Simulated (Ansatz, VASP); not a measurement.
Two plane-wave programs on Hf2TiB2

```xyz
5
Lattice="4.5193 0.0000 0.0000 -2.2596 3.9138 0.0000 0.0000 0.0000 4.5925" Properties=species:S:1:pos:R:3 pbc="T T T"
Hf    0.0000    2.6092    0.0000
Hf    2.2596    1.3046    0.0000
Ti    0.0000    0.0000    2.2962
B     0.0000    2.6092    2.2962
B     2.2596    1.3046    2.2962
```

Alike in both runs: functional PBE; k mesh 6 × 6 × 4; occupations gaussian, width 0.1 eV; no spin polarisation.

Ansatz relaxed the structure, and its values are those at the end. VASP's run is a single point on that final structure, the one shown.

```csv
,VASP,Ansatz
version,VASP 6.6.1,Ansatz 0.2.0
potentials or method,"VASP PAW PBE potentials, release 64 (Hf_pv, Ti_sv, B), cutoff 520 eV","scalar-relativistic, plane waves, PAW"
valence electrons in the cell,38,70
```

```csv
,VASP,Ansatz,Ansatz less VASP
gap on the k mesh at the Fermi level (eV),none,none,-
pressure (GPa),0.1,0.1,+0.03
```

A gap of «none» marks a metal or a gap that the smearing closes. VASP's potentials hold 38 valence electrons a cell and Ansatz's 70, so a difference there can come from the potentials and not from the codes.

Neither program's run includes spin-orbit coupling.
